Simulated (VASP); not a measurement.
Wanted: the native input for a VASP 6.6.1 run.

* Task: relaxation of cell and atoms
* Functional: B3LYP
* Potentials or basis: VASP PAW PBE potentials, release 64 (Pt)
* Cutoff: 600 eV
* k mesh: 6 × 6 × 6
* Occupations: fermi-dirac, width 0.05 eV
* Spin: no spin polarisation
* Dipole correction: no
* Grid for exact exchange (PRECFOCK): Normal
* Further INCAR settings: ALGO = Normal; EDIFF = 1e-06; IBRION = 2; EDIFFG = -0.01; NSW = 60; ISIF = 3
* Share of exact exchange: 0.2

Crystal: Pt.

```
Pt
1.0
    -1.58422    1.58422    1.58422
     1.58422   -1.58422    1.58422
     1.58422    1.58422   -1.58422
Pt
1
Direct
  0.00000 0.00000 0.00000
```

This isn't the form of Pt at room conditions, which is fcc.

One way to write it, as run:

POSCAR

```
Pt
1.0
   -1.5842200000      1.5842200000      1.5842200000
    1.5842200000     -1.5842200000      1.5842200000
    1.5842200000      1.5842200000     -1.5842200000
Pt
1
Direct
    0.0000000000      0.0000000000      0.0000000000
```

INCAR.step1

```
SYSTEM = Pt
PREC = Accurate
ENCUT = 600
EDIFF = 1E-5
ISMEAR = -1
SIGMA = 0.05
LREAL = .FALSE.
LASPH = .TRUE.
NELM = 80
ALGO = Normal
LWAVE = .TRUE.
LCHARG = .FALSE.
GGA = PE
NBANDS = 11
```

INCAR.step2

```
SYSTEM = Pt
PREC = Accurate
ENCUT = 600
EDIFF = 1E-6
ISMEAR = -1
SIGMA = 0.05
LREAL = .FALSE.
LASPH = .TRUE.
NELM = 80
ALGO = Normal
ISIF = 3
LWAVE = .FALSE.
LCHARG = .FALSE.
GGA = B3
LHFCALC = .TRUE.
AEXX = 0.2
AGGAX = 0.72
AGGAC = 0.81
ALDAC = 0.19
PRECFOCK = Normal
IBRION = 2
NSW = 60
EDIFFG = -0.01
ISTART = 1
```

KPOINTS

```
Automatic mesh
0
G
  6 6 6
  0 0 0
```

Potentials or basis: VASP PAW PBE potentials, release 64 (Pt).

Launch:

```console
$ cat potpaw_PBE.64/Pt/POTCAR > POTCAR
$ cp INCAR.step1 INCAR
$ mpirun -np 1 vasp_std > vasp.out
$ cp INCAR.step2 INCAR
$ mpirun -np 1 vasp_std > vasp.out
```

It gave:

```
Relaxed volume                        : 16.29 Å³/atom
Relaxed cell                          : a = 2.766 Å, b = 2.766 Å, c = 2.766 Å, α = 109.47°, β = 109.47°, γ = 109.47°
Space group after relaxing (to 0.1 Å) : Im-3m (No. 229)
Energy gained by relaxing             : 6.8 meV/atom
Ionic steps                           : 4
Pressure after relaxing               : 0.0 GPa
Band gap on the k mesh                : zero (bands 5 and 6 overlap by 3.06 eV)
```

Caveat: the k points lie up to 0.46 Å⁻¹ apart in the final cell, too coarse for converged energies and pressures of a metal; the PAW data sets were made with another functional, which shifts forces and pressure a little; spin-orbit coupling is left out, which moves the levels of the heavy elements.

Run time: 23 min on 1 thread of AMD EPYC 9R45 96-Core Processor (Zen 5) (shared host), peak memory 0.14 GiB.
